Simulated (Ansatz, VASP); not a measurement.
# LuGeO in VASP and in Ansatz

The input INCAR:

```
SYSTEM = LuGeO
PREC     = Accurate       ! precision mode
ENCUT    = 520            ! plane-wave cutoff, eV
EDIFF    = 1E-6           ! SCF threshold, eV
ISMEAR   = 0              ! smearing method
SIGMA    = 0.1            ! smearing width, eV
LREAL    = .FALSE.        ! projectors in reciprocal space
LASPH    = .TRUE.         ! aspherical terms in the spheres
NELM     = 60             ! most SCF steps
ALGO     = Normal         ! electronic algorithm
ISIF     = 2              ! what is computed and relaxed
LWAVE    = .FALSE.        ! write WAVECAR
LCHARG   = .FALSE.        ! write CHGCAR
GGA      = PE             ! functional
NBANDS   = 30             ! bands
```

Contents of KPOINTS:

```
Automatic mesh
0
G
  6 6 6
  0 0 0
```

File POSCAR:

```
LuGeO
1.0
    4.0979816700      0.0000000000      0.0000000000
   -2.0489908400      3.5489562300      0.0000000000
    0.0000000000      0.0000000000      3.6689822000
Lu Ge O
1 1 1
Direct
    0.6666666700      0.3333333300      0.0000000000
    0.0000000000      0.0000000000      0.5000000000
    0.3333333300      0.6666666700      0.5000000000
```

Input for Ansatz:

```yaml
crystal:
  lattice:
    - [4.09798167, 0.0, 0.0]
    - [-2.04899084, 3.54895623, 0.0]
    - [0.0, 0.0, 3.6689822]
  atoms:
    - { symbol: Lu, position: [0.66666667, 0.33333333, 0.0] }
    - { symbol: Ge, position: [0.0, 0.0, 0.5] }
    - { symbol: O, position: [0.33333333, 0.66666667, 0.5] }
basis:
  ecutwfc: 420
kpoints:
  mp_grid: { grid: [6, 6, 6] }
hamiltonian:
  xc: pbe
scf:
  occupations: { method: gaussian, width: 0.1 }
  lower_state_search: "off"
output:
  forces: true
  stress: true
  eigenvalues: true
```

Change from the starting cell: species swapped into the ErCuSi type (P-6m2, No. 187).

Alike in both runs: task single point; functional PBE; k mesh 6 × 6 × 6; occupations gaussian, width 0.1 eV; no spin polarisation.

```csv
,VASP,Ansatz
version,VASP 6.6.1,Ansatz 0.2.0
potentials or method,"VASP PAW PBE potentials, release 64 (Lu, Ge_d, O), cutoff 520 eV","scalar-relativistic, plane waves, PAW"
valence electrons in the cell,45,45
```

```tsv
	VASP	Ansatz	Ansatz less VASP
gap on the k mesh at the Fermi level (eV)	none	none	-
pressure (GPa)	-4.2	-4.3	-0.09
traceless stress, the component that is largest in VASP (GPa)	1.39	1.40	+0.017
```

A gap of «none» marks a metal or a gap that the smearing closes. With one functional, cell and mesh, what is left measures potentials, basis and numerics.

Neither program's run includes spin-orbit coupling.
